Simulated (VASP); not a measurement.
Wanted: the native input for a VASP 6.6.1 run.

```yaml
Task: single point
Functional: r2SCAN
Potentials_or_basis: VASP PAW PBE potentials, release 64 (Cd, S)
Cutoff: 520 eV
k_mesh: 6 × 6 × 6
Occupations: gaussian, width 0.02 eV
Spin: no spin polarisation
Dipole_correction: no
Further_INCAR_settings: ALGO = Normal; EDIFF = 1e-06; NBANDS = 46
```

Crystal: CdS.

```
CELL_PARAMETERS angstrom
-4.04237 4.04237 4.04237
4.04237 -4.04237 4.04237
4.04237 4.04237 -4.04237
ATOMIC_POSITIONS crystal
Cd 0.32147 0.32147 0.32147
Cd 0.00000 0.00000 0.67853
Cd 0.00000 0.67853 0.00000
Cd 0.67853 0.00000 0.00000
S 0.67383 0.67383 0.67383
S 0.00000 0.00000 0.32617
S 0.00000 0.32617 0.00000
S 0.32617 0.00000 0.00000
```

The input as run:

POSCAR

```
CdS
1.0
   -4.0423742092      4.0423742092      4.0423742092
    4.0423742092     -4.0423742092      4.0423742092
    4.0423742092      4.0423742092     -4.0423742092
Cd S
4 4
Direct
    0.3214674958      0.3214674958      0.3214674958
    0.0000000000      0.0000000000      0.6785325042
    0.0000000000      0.6785325042      0.0000000000
    0.6785325042      0.0000000000      0.0000000000
    0.6738324858      0.6738324858      0.6738324858
    0.0000000000      0.0000000000      0.3261675142
    0.0000000000      0.3261675142      0.0000000000
    0.3261675142      0.0000000000      0.0000000000
```

INCAR.step1

```
PREC = Accurate
ENCUT = 520
ISMEAR = 0
SIGMA = 0.02
LREAL = False
LASPH = True
NELM = 80
NBANDS = 46
GGA = PE
ALGO = Normal
EDIFF = 1E-4
LWAVE = True
LCHARG = False
```

INCAR.step2

```
PREC = Accurate
ENCUT = 520
EDIFF = 1E-6
ISMEAR = 0
SIGMA = 0.02
LREAL = False
LASPH = True
NELM = 80
ALGO = Normal
ISIF = 2
LWAVE = False
LCHARG = False
METAGGA = R2SCAN
LMIXTAU = True
NBANDS = 46
ISTART = 1
```

KPOINTS

```
regular mesh
0
Gamma
  6 6 6
```

Potentials or basis: VASP PAW PBE potentials, release 64 (Cd, S).

The run is started by

```bash
$ cat potpaw_PBE.64/Cd/POTCAR potpaw_PBE.64/S/POTCAR > POTCAR
$ cp INCAR.step1 INCAR
$ mpirun -np 1 vasp_std > vasp.out
$ cp INCAR.step2 INCAR
$ mpirun -np 1 vasp_std > vasp.out
```

Results of the run:

| Item | Value |
| --- | --- |
| Pressure | -0.7 GPa |
| Largest force | 0.040 eV/Å |
| Band gap on the k mesh | 1.94 eV (least direct gap 1.95 eV) |

Caveat: the PAW data sets were made with another functional, which shifts forces and pressure a little.

It took 8.1 min on 1 thread of Intel(R) Xeon(R) 6975P-C (Granite Rapids), on a shared host, peak memory 0.48 GiB.
